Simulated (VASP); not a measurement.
**ZrB2: single point with PBE**

The system is ZrB2.

```xyz
6
Lattice="6.4405 0.0000 0.0000 0.0000 6.4405 0.0000 0.0000 0.0000 2.5509" Properties=species:S:1:pos:R:3 pbc="T T T"
Zr    3.2203    3.2203    0.0000
Zr    0.0000    0.0000    1.2755
B     1.6101    4.8304    1.9132
B     4.8304    1.6101    1.9132
B     4.8304    4.8304    0.6377
B     1.6101    1.6101    0.6377
```

The cell was generated, and may not be a known phase.

* Program: VASP 6.6.1
* Task: single point
* Functional: PBE
* Potentials or basis: VASP PAW PBE potentials, release 64 (Zr_sv, B)
* Cutoff: 520 eV
* k mesh: 6 × 6 × 14
* Occupations: gaussian, width 0.1 eV
* Spin: no spin polarisation
* Dipole correction: no
* Further INCAR settings: ALGO = Normal; EDIFF = 1e-06; NBANDS = 27

- Pressure: 0.0 GPa
- Band gap on the k mesh: zero (bands 18 and 19 overlap by 1.71 eV)

Stress tensor (GPa, compression positive):
```
-0.02  0.00  0.00
 0.00 -0.02  0.00
 0.00  0.00  0.16
```

Levels at points of the mesh, in eV from the Fermi level:
```csv
k point,band 15,band 16,band 17,band 18,band 19,band 20,band 21,band 22
"(0.00, 0.00, 0.00)",-1.79,-1.32,-1.21,-0.69,-0.69,1.45,2.22,2.22
"(0.50, 0.00, 0.00)",-1.48,-1.48,-0.99,-0.99,-0.62,-0.62,2.21,2.21
"(0.50, 0.50, 0.00)",-1.24,-1.24,-1.16,-1.16,0.41,0.41,0.45,0.45
"(0.00, 0.00, 0.50)",-2.06,-2.06,0.12,0.12,0.73,0.73,1.18,1.18
"(0.50, 0.00, 0.50)",-1.23,-1.23,-1.03,-1.03,-0.81,-0.81,1.62,1.62
"(0.50, 0.50, 0.50)",-2.43,-2.30,-0.07,0.09,0.09,1.28,1.78,1.78
```

Wall time 2.3 min on 1 thread of Intel(R) Xeon(R) Platinum 8259CL CPU @ 2.50GHz (Skylake/Cascade Lake), on a shared host, peak memory 0.33 GiB.
